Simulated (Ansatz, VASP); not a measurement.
One calculation of Ga, two programs

File INCAR:

```
PREC = Accurate
ENCUT = 520
EDIFF = 1E-8
ISMEAR = -1
SIGMA = 0.05
LREAL = False
LASPH = True
NELM = 80
ALGO = Normal
ISIF = 2
LWAVE = False
LCHARG = False
GGA = PE
LEFG = True
NBANDS = 20
KPAR = 4
```

KPOINTS

```
Automatic mesh
0
Gamma
  15 15 13
```

POSCAR

```
Ga
1.0
    1.4093500000     -4.0505000000     -0.0261500000
    1.4906500000      4.0795000000      0.0551500000
    0.0317000000      0.0317000000      3.1700000000
Ga
2
Direct
    0.8670000000      0.1330000000      0.2500000000
    0.1330000000      0.8670000000      0.7500000000
```

Input for Ansatz:

```yaml
crystal:
  lattice:
    - [1.40935, -4.0505, -0.02615]
    - [1.49065, 4.0795, 0.05515]
    - [0.0317, 0.0317, 3.17]
  atoms:
    - { symbol: Ga, position: [0.867, 0.133, 0.25] }
    - { symbol: Ga, position: [0.133, 0.867, 0.75] }
kpoints:
  mp_grid: { grid: [15, 15, 13] }
scf:
  occupations: { method: fermi_dirac, width: 0.05 }
hamiltonian:
  xc: pbe
  pseudopotentials: { kind: paw }
output:
  forces: true
  stress: true
  eigenvalues: true
  efg: { contact_densities: true }
```

Change from the starting cell: equal xy, yz and zx shear strains of +2 %, PAW files.

Alike in both runs: task electric field gradients; functional PBE; k mesh 15 × 15 × 13; occupations fermi-dirac, width 0.05 eV; no spin polarisation.

```csv
,VASP,Ansatz
version,VASP 6.6.1,Ansatz 0.2.0
potentials or method,"VASP PAW PBE potentials, release 64 (Ga_d)","PAW with Ansatz's default frozen-core files, scalar-relativistic"
plane-wave cutoff (eV),520,420
valence electrons in the cell,26,26
```

```tsv
	VASP	Ansatz	Ansatz less VASP
pressure (GPa)	1.7	1.6	-0.12
traceless stress, the component that is largest in VASP (GPa)	-1.82	-1.80	+0.017
rms of the force components (eV/Å)	0.114	0.114	-0.0007
size of Vzz on the site where it differs most (V/Å²)	25.3	26.7	+1.41
```

Atom by atom the forces differ by 0.001 eV/Å (rms over components). With one functional, cell and mesh, what is left measures potentials, basis and numerics.
